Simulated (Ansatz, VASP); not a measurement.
# One calculation of KMgF3, two programs

File INCAR:

```
SYSTEM = KMgF3
PREC = Accurate ; ENCUT = 520
EDIFF = 1E-7 ; ISMEAR = 0
SIGMA = 0.01 ; LREAL = .False.
LASPH = .True. ; NELM = 80
ALGO = Normal ; ISIF = 2
LWAVE = .False. ; LCHARG = .False.
GGA = PS ; NBANDS = 24
```

Contents of KPOINTS:

```
Automatic mesh
0
Gamma
  6 6 6
  0 0 0
```

The input POSCAR:

```
KMgF3
1.0
    3.7798164170      0.0000000000      0.0000000000
    0.0000000000      3.7798164170      0.0000000000
    0.0000000000      0.0000000000      3.7798164170
K Mg F
1 1 3
Direct
    0.5000000000      0.5000000000      0.5000000000
    0.0000000000      0.0000000000      0.0000000000
    0.5000000000      0.0000000000      0.0000000000
    0.0000000000      0.5000000000      0.0000000000
    0.0000000000      0.0000000000      0.5000000000
```

Input for Ansatz:

```yaml
crystal:
  lattice:
    - [3.779816417, 0.0, 0.0]
    - [0.0, 3.779816417, 0.0]
    - [0.0, 0.0, 3.779816417]
  atoms:
    - { symbol: K, position: [0.5, 0.5, 0.5] }
    - { symbol: Mg, position: [0.0, 0.0, 0.0] }
    - { symbol: F, position: [0.5, 0.0, 0.0] }
    - { symbol: F, position: [0.0, 0.5, 0.0] }
    - { symbol: F, position: [0.0, 0.0, 0.5] }
scf:
  occupations: { method: fixed }
output:
  forces: true
  stress: true
  eigenvalues: true
hamiltonian:
  xc: pbesol
basis:
  ecutwfc: 560
kpoints:
  mp_grid: { grid: [6, 6, 6] }
```

Alike in both runs: task single point; functional PBEsol; k mesh 6 × 6 × 6; no spin polarisation.

|  | VASP | Ansatz |
| --- | --- | --- |
| version | VASP 6.6.1 | Ansatz 0.2.0 |
| potentials or method | VASP PAW PBE potentials, release 64 (K_sv, Mg, F), cutoff 520 eV | scalar-relativistic, plane waves, PAW |
| occupations | gaussian, width 0.01 eV | fixed |
| valence electrons in the cell | 32 | 40 |

```tsv
	VASP	Ansatz	Ansatz less VASP
gap on the k mesh at the Fermi level (eV)	8.42	8.44	+0.021
least direct gap on the mesh (eV)	8.73	8.75	+0.018
pressure (GPa)	16.9	17.1	+0.15
```

VASP's potentials were made for PBE, not for PBEsol. VASP's potentials hold 32 valence electrons a cell and Ansatz's 40, so a difference there can come from the potentials and not from the codes.
